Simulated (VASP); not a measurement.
# Te (P6_3/mmc) in VASP: a series of runs

Te is run at these levels: LDA; tasks: single point, relaxation of cell and atoms.

Program: VASP 6.6.1. These are calculated values, not measurements. Logs are shortened: lines on timing, memory, paths and dates and some standing lists are left out, and cuts for length are marked.

## Step 1: The cell of the first run

It takes space group P6_3/mmc (No. 194, hexagonal). Conventional cell: a = 3.989 Å, b = 3.989 Å, c = 8.540 Å, α = 90.00°, β = 90.00°, γ = 120.00°. Within 4.1 Å of Te (site symmetry -3m) lie 12 Te at 3.14 to 3.99 Å. Within 4.1 Å of Te (site symmetry -6m2) lie 12 Te at 3.14 to 3.99 Å.

This isn't the form of Te at room conditions, which is trigonal, of chains.

## Step 2: Single point, LDA

File INCAR:

```
ALGO = Normal
EDIFF = 1E-6
ENCUT = 520
GGA = CA
ISIF = 2
ISMEAR = -1
LASPH = True
LCHARG = False
LREAL = False
LWAVE = False
NBANDS = 20
NELM = 60
PREC = Accurate
SIGMA = 0.1
```

File KPOINTS:

```
k-points
0
Gamma
  11 11 3
```

File POSCAR:

```
Te
1.0
    3.9889018023      0.0000000000      0.0000000000
   -1.9944509011      3.4544902940      0.0000000000
    0.0000000000      0.0000000000      8.5398688492
Te
4
Direct
    1.0000000000      1.0000000000      0.0000000000
    1.0000000000      0.0000000000      0.5000000000
    0.3333333333      0.6666666667      0.2500000000
    0.6666666667      0.3333333333      0.7500000000
```

Potentials or basis: VASP PAW LDA potentials, release 64 (Te).

Started as:

```
$ cat potpaw_LDA.64/Te/POTCAR > POTCAR
$ mpirun -np 1 vasp_std > vasp.out
```

OUTCAR:

```text
EDIFF = 1E-6
   ENCUT = 520
   GGA = CA
   ISIF = 2
   ISMEAR = -1
   LASPH = True
   LREAL = False
   NELM = 60
   PREC = Accurate

 ion  position               nearest neighbor table
   1  0.000  0.000  0.000-   3 3.14   4 3.14   3 3.14   4 3.14   4 3.14   3 3.14
   2  0.000  0.000  0.500-   3 3.14   4 3.14   3 3.14   4 3.14   4 3.14   3 3.14
   3  0.333  0.667  0.250-   1 3.14   2 3.14   1 3.14   2 3.14   1 3.14   2 3.14
   4  0.667  0.333  0.750-   1 3.14   2 3.14   1 3.14   2 3.14   1 3.14   2 3.14

  LATTYP: Found a hexagonal cell.
 ALAT       =     3.9889018023
 C/A-ratio  =     2.1409072653

  Lattice vectors:

 A1 = (   3.9889018023,   0.0000000000,   0.0000000000)
 A2 = (  -1.9944509011,   3.4544902940,   0.0000000000)
 A3 = (   0.0000000000,   0.0000000000,   8.5398688492)

Analysis of symmetry for initial positions (statically):
=====================================================================
 Subroutine PRICEL returns:
 Original cell was already a primitive cell.

 Routine SETGRP: Setting up the symmetry group for a
 hexagonal supercell.

 Subroutine GETGRP returns: Found 24 space group operations
 (whereof 12 operations were pure point group operations)
 out of a pool of 24 trial point group operations.

The static configuration has the point symmetry D_3d.
 The point group associated with its full space group is D_6h.

Analysis of symmetry for dynamics (positions and initial velocities):
=====================================================================
 Subroutine PRICEL returns:
 Original cell was already a primitive cell.

 Routine SETGRP: Setting up the symmetry group for a
 hexagonal supercell.

 Subroutine GETGRP returns: Found 24 space group operations
 (whereof 12 operations were pure point group operations)
 out of a pool of 24 trial point group operations.

The dynamic configuration has the point symmetry D_3d.
 The point group associated with its full space group is D_6h.

 Subroutine INISYM returns: Found 24 space group operations
 (whereof 12 operations are pure point group operations),
 and found     1 'primitive' translations

----------------------------------------------------------------------------------------

                                     Primitive cell

  volume of cell :     117.6762

  direct lattice vectors                    reciprocal lattice vectors
     3.988901802  0.000000000  0.000000000     0.250695567  0.144739153  0.000000000
    -1.994450901  3.454490294  0.000000000     0.000000000  0.289478306  0.000000000
     0.000000000  0.000000000  8.539868849     0.000000000  0.000000000  0.117097817

  length of vectors
     3.988901802  3.988901802  8.539868849     0.289478306  0.289478306  0.117097817

  position of ions in fractional coordinates (direct lattice)
     0.000000000  0.000000000  0.000000000
     0.000000000  0.000000000  0.500000000
     0.333333333  0.666666667  0.250000000
     0.666666667  0.333333333  0.750000000

  ion indices of the primitive-cell ions
   primitive index   ion index
                 1           1
                 2           2
                 3           3
                 4           4

----------------------------------------------------------------------------------------

 KPOINTS: k-points

Automatic generation of k-mesh.
 Grid dimensions read from file:
 generate k-points for:   11   11    3

 Generating k-lattice:

  Cartesian coordinates                     Fractional coordinates (reciprocal lattice)
     0.022790506  0.013158105  0.000000000     0.090909091  0.000000000  0.000000000
     0.000000000  0.026316210  0.000000000     0.000000000  0.090909091  0.000000000
     0.000000000  0.000000000  0.039032606     0.000000000  0.000000000  0.333333333

  Length of vectors
     0.026316210  0.026316210  0.039032606

  Shift w.r.t. Gamma in fractional coordinates (k-lattice)
     0.000000000  0.000000000  0.000000000

 Subroutine IBZKPT returns following result:
 ===========================================

 Found     32 irreducible k-points:

 Following reciprocal coordinates:
            Coordinates               Weight
  0.000000  0.000000  0.000000      1.000000
  0.090909 -0.000000  0.000000      6.000000
  0.181818 -0.000000  0.000000      6.000000
  0.272727  0.000000  0.000000      6.000000
  0.363636  0.000000  0.000000      6.000000
  0.454545 -0.000000  0.000000      6.000000
[... 16 lines left out ...]
  0.090909  0.090909  0.333333     12.000000
  0.181818  0.090909  0.333333     24.000000
 [... further k-points ...]
   k-points           NKPTS =     32   k-points in BZ     NKDIM =     32   number of bands    NBANDS=     20
   number of dos      NEDOS =    301   number of ions     NIONS =      4
   total plane-waves  NPLWV =  57600
   dimension x,y,z NGX =    30 NGY =   30 NGZ =   64
   dimension x,y,z NGXF=    60 NGYF=   60 NGZF=  128
   ions per type =               4
   NGX,Y,Z   is equivalent  to a cutoff of  12.50, 12.50, 12.46 a.u.
   NGXF,Y,Z  is equivalent  to a cutoff of  25.01, 25.01, 24.92 a.u.
 SYSTEM =  unknown system
   PREC   = accura    normal or accurate (medium, high low for compatibility)
   ISTART =      0    job   : 0-new  1-cont  2-samecut
   ICHARG =      2    charge: 1-file 2-atom 10-const
   ISPIN  =      1    spin polarized calculation?
   LNONCOLLINEAR =      F non collinear calculations
   LSORBIT =      F    spin-orbit coupling
   LASPH  =      T    aspherical Exc in radial PAW
   ENCUT  =  520.0 eV  38.22 Ry    6.18 a.u.   7.42  7.42 15.88*2*pi/ulx,y,z
   NELM   =     60;   NELMIN=  2; NELMDL= -5     # of ELM steps
   EDIFF  = 0.1E-05   stopping-criterion for ELM
   LREAL  =      F    real-space projection
   EDIFFG = 0.1E-04   stopping-criterion for IOM
   NSW    =      0    number of steps for IOM
   IBRION =     -1    ionic relax: 0-MD 1-quasi-New 2-CG
   NFREE  =      0    steps in history (QN), initial steepest desc. (CG)
   ISIF   =      2    stress and relaxation
   ISYM   =      2    0-nonsym 1-usesym 2-fastsym
   POTIM  = 0.5000    time-step for ionic-motion
   TEBEG  =    0.0;   TEEND  =   0.0 temperature during run
   PSTRESS=    0.0 pullay stress
   NELECT =      24.0000    total number of electrons
   NUPDOWN=      -1.0000    fix difference up-down
   EMIN   =  10.00;   EMAX   =-10.00  energy-range for DOS
   EFERMI =   0.00;   METHOD = LEGACY
   ISMEAR =    -1;   SIGMA  =   0.10  broadening in eV -4-tet -1-fermi 0-gaus
   EFERMI_NEDOS =   21; number of points for ismear=-14 and -15
   IALGO  =     38    algorithm
   IMIX   =      4    mixing-type and parameters
     AMIX     =   0.40;   BMIX     =  1.00
     AMIX_MAG =   1.60;   BMIX_MAG =  1.00
  volume/ion in A,a.u.               =      29.42       198.53
  Fermi-wavevector in a.u.,A,eV,Ry     =   0.963642  1.821019 12.634451  0.928606
  Thomas-Fermi vector in A             =   2.093205
   LORBIT       =      0    0 simple, 1 ext, 2 COOP (PROOUT), +10 PAW based schemes
   GGA     = CA    functional components
   LHFCALC =     F    Hartree Fock is set to
   AEXX    =    0.0000 exact exchange contribution
   IVDW    =     0    specifies the selected vdW correction
   LEPSILON=     F    determine dielectric tensor
   LRPA    =     F    only Hartree local field effects (RPA)
 non-spin polarized calculation
  energy-cutoff  :      520.00
  volume of cell :      117.68
 maximum number of plane-waves:      3217
 NGX is ok and might be reduce to    30
   NGX = 15   NGY = 15   NGZ = 31

 number of electron      24.0000003 magnetization

 Free energy of the ion-electron system (eV)
  ---------------------------------------------------
  ext. energy  EPLUGINS =         0.00000000
  ---------------------------------------------------
  free energy    TOTEN  =       -14.81486918 eV

  energy without entropy =      -14.71963662  energy(sigma->0) =      -14.76725290

 E-fermi :   7.5547     XC(G=0):  -9.9887

 val. band max:        7.5441711399   @ k =   0.2727   0.2727   0.0000
 cond. band min:       7.6453235628   @ k =   0.2727   0.0000   0.3333
 fundamental gap:      0.1011524229
 Fermi energy:         7.5546622365

 k-point     1 :       0.0000    0.0000    0.0000
  band No.  band energies     occupation
      1      -6.6584      2.00000
      2      -4.8321      2.00000
      3      -4.7507      2.00000
      4      -0.9813      2.00000
      5       2.7102      2.00000
      6       5.5740      2.00000
[... 12 lines left out ...]
     19      13.3211      0.00000
     20      13.3259      0.00000

 k-point     2 :       0.0909   -0.0000    0.0000
  band No.  band energies     occupation
      1      -6.5729      2.00000
      2      -4.7647      2.00000
      3      -4.6812      2.00000
      4      -1.0714      2.00000
      5       2.7976      2.00000
      6       5.1136      2.00000
[... 12 lines left out ...]
     19      13.5880      0.00000
     20      13.9752      0.00000

 k-point     3 :       0.1818   -0.0000    0.0000
  band No.  band energies     occupation
      1      -6.3198      2.00000
      2      -4.5737      2.00000
      3      -4.4819      2.00000
      4      -1.3568      2.00000
      5       3.0387      2.00000
      6       3.9348      2.00000
[... 12 lines left out ...]
     19      13.6734      0.00000
     20      14.3164      0.00000

 k-point     4 :       0.2727    0.0000    0.0000
  band No.  band energies     occupation
      1      -5.9122      2.00000
      2      -4.2999      2.00000
      3      -4.1854      2.00000
      4      -1.8427      2.00000
      5       2.7843      2.00000
      6       3.0579      2.00000
[... 429 lines left out ...]
 k-point    23 :       0.0909    0.0909    0.3333
  band No.  band energies     occupation
      1      -6.1962      2.00000
      2      -5.5825      2.00000
      3      -3.3038      2.00000
      4      -1.9576      2.00000
      5       3.2405      2.00000
      6       3.8347      2.00000
[... 12 lines left out ...]
     19      13.1480      0.00000
     20      13.2016      0.00000

 k-point    24 :       0.1818    0.0909    0.3333
  band No.  band energies     occupation
      1      -5.8720      2.00000
      2      -5.2832      2.00000
      3      -3.1900      2.00000
      4      -2.1108      2.00000
      5       2.8035      2.00000
      6       3.0132      2.00000
[... 12 lines left out ...]
     19      12.9746      0.00000
     20      13.7962      0.00000

 [... further k-points ...]

------------------------ aborting loop because EDIFF is reached ----------------------------------------

  FORCE on cell =-STRESS in cart. coord.  units (eV):
  Direction    XX          YY          ZZ          XY          YZ          ZX
  --------------------------------------------------------------------------------------
  -------------------------------------------------------------------------------------
  Total        0.0595540      0.0595540      0.0876223      0.0000000     -0.0000000     -0.0000000
  in kB        0.8108363      0.8108363      1.1929893      0.0000000     -0.0000000     -0.0000000
  external PRESSURE =       0.9382206 kB  Pullay stress =       0.0000000 kB

 VOLUME and BASIS-vectors are now :
 -----------------------------------------------------------------------------
  energy-cutoff  :      520.00
  volume of cell :      117.68
      direct lattice vectors                 reciprocal lattice vectors
     3.988901802  0.000000000  0.000000000     0.250695567  0.144739153  0.000000000
    -1.994450901  3.454490294  0.000000000     0.000000000  0.289478306  0.000000000
     0.000000000  0.000000000  8.539868849     0.000000000  0.000000000  0.117097817

 POSITION                                       TOTAL-FORCE (eV/Angst)
 -----------------------------------------------------------------------------------
      0.00000      0.00000      0.00000        -0.000000      0.000000      0.000000
      0.00000      0.00000      4.26993        -0.000000      0.000000      0.000000
     -0.00000      2.30299      2.13497        -0.000000     -0.000000     -0.000000
      1.99445      1.15150      6.40490         0.000000      0.000000      0.000000
 -----------------------------------------------------------------------------------
    total drift:                               -0.000000      0.000000     -0.000000

  FREE ENERGIE OF THE ION-ELECTRON SYSTEM (eV)
  ---------------------------------------------------
  free  energy   TOTEN  =       -14.8148691838 eV

  energy  without entropy=      -14.7196366159  energy(sigma->0) =      -14.76725290
```

Run time: 52 s. Hardware: 1 thread of AMD EPYC 7R43 (Zen 3), shared host; peak memory 0.17 GiB.

What came out:

| Item | Value |
| --- | --- |
| Free energy | -14.8149 eV |
| Pressure | 0.1 GPa |
| Band gap on the k mesh | zero (bands 12 and 13 overlap by 2.25 eV) |

Levels at points of the mesh, in eV from the Fermi level:
```tsv
k point	band 9	band 10	band 11	band 12	band 13	band 14	band 15	band 16
(0.00, 0.00, 0.00)	-0.84	-0.71	-0.50	-0.50	-0.34	1.12	1.12	2.92
```

Caveat: spin-orbit coupling is left out, which moves the levels of the heavy elements.

## Step 3: Relaxation of cell and atoms, LDA

This run uses another cell than the first one, of 28.84 Å³/atom.

File INCAR:

```
PREC = Accurate ; ENCUT = 600
EDIFF = 1E-6 ; ISMEAR = -1
SIGMA = 0.1 ; LREAL = False
LASPH = True ; NELM = 100
ALGO = Normal ; ISIF = 3
LWAVE = False ; LCHARG = False
GGA = CA ; IBRION = 2
NSW = 80 ; EDIFFG = -0.01
```

File KPOINTS:

```
Automatic mesh
0
Gamma
  11 11 3
```

File POSCAR:

```
Te
1.0
    3.4420649897      0.0000000000      0.0000000000
   -1.7210324948      2.9809157225      0.0000000000
    0.0000000000      0.0000000000     11.2417842562
Te
4
Direct
    0.0000000000      0.0000000000      0.0000000000
    0.0000000000      0.0000000000      0.5000000000
    0.3333333333      0.6666666667      0.2500000000
    0.6666666667      0.3333333333      0.7500000000
```

Potentials or basis: VASP PAW LDA potentials, release 64 (Te).

Started as:

```
$ cat potpaw_LDA.64/Te/POTCAR > POTCAR
$ mpirun -np 1 vasp_std > vasp.out
```

Wall time 15 min (1 thread of AMD EPYC 7R43 (Zen 3), shared host); peak memory 0.21 GiB.

Results (log left out):

| Quantity | Value |
| --- | --- |
| Free energy | -14.8144 eV |
| Relaxed volume | 29.48 Å³/atom |
| Relaxed cell | a = 3.992 Å, b = 3.992 Å, c = 8.543 Å, α = 90.00°, β = 90.00°, γ = 120.00° |
| Space group after relaxing (to 0.1 Å) | P6_3/mmc (No. 194) |
| Energy gained by relaxing | 237.6 meV/atom |
| Ionic steps | 25 |
| Pressure after relaxing | 0.0 GPa |
| Band gap on the k mesh | zero (bands 12 and 13 overlap by 2.24 eV) |

The path:
```csv
step,energy change (eV),largest force (eV/Å),pressure (GPa),volume (Å³)
1,0.0000,0.0000,-4.76,115.35
2,-0.1424,0.0000,2.89,101.62
3,-0.1706,0.0000,0.27,105.24
4,-0.1992,0.0000,0.45,104.96
5,-0.3126,0.0000,1.90,103.89
6,-0.5056,0.0000,8.13,100.64
7,-0.5089,0.0000,8.16,100.68
8,-0.5182,0.0000,8.28,100.78
9,-0.5336,0.0000,8.52,100.97
10,-0.5508,0.0000,9.12,101.33
11,-0.5329,0.0000,10.49,101.89
12,-0.5509,0.0000,9.78,101.63
13,-0.5840,0.0000,9.30,102.26
14,-0.6732,0.0000,7.91,104.14
15,-0.8092,0.0000,5.44,107.93
16,-0.9373,0.0000,1.49,115.62
17,-0.9460,0.0000,0.50,118.00
18,-0.9463,0.0000,0.27,118.59
19,-0.9467,0.0000,0.25,118.56
20,-0.9478,0.0000,0.18,118.50
21,-0.9494,0.0000,0.05,118.36
22,-0.9500,0.0000,-0.20,118.06
23,-0.9503,0.0000,-0.09,118.18
24,-0.9503,0.0000,-0.11,118.17
25,-0.9504,0.0000,-0.03,117.92
```

Final structure:
```
CELL_PARAMETERS angstrom
3.99223 0.00000 0.00000
-1.99612 3.45737 0.00000
0.00000 0.00000 8.54335
ATOMIC_POSITIONS crystal
Te 0.00000 0.00000 0.00000
Te 0.00000 0.00000 0.50000
Te 0.33333 0.66667 0.25000
Te 0.66667 0.33333 0.75000
```

Levels at points of the mesh, in eV from the Fermi level:
```csv
k point,band 9,band 10,band 11,band 12,band 13,band 14,band 15,band 16
"(0.00, 0.00, 0.00)",-0.84,-0.72,-0.50,-0.50,-0.35,1.11,1.11,2.91
```

Caveat: a cell axis changed by over 15 % at a fixed basis, so the end point is rough; spin-orbit coupling is left out, which moves the levels of the heavy elements.
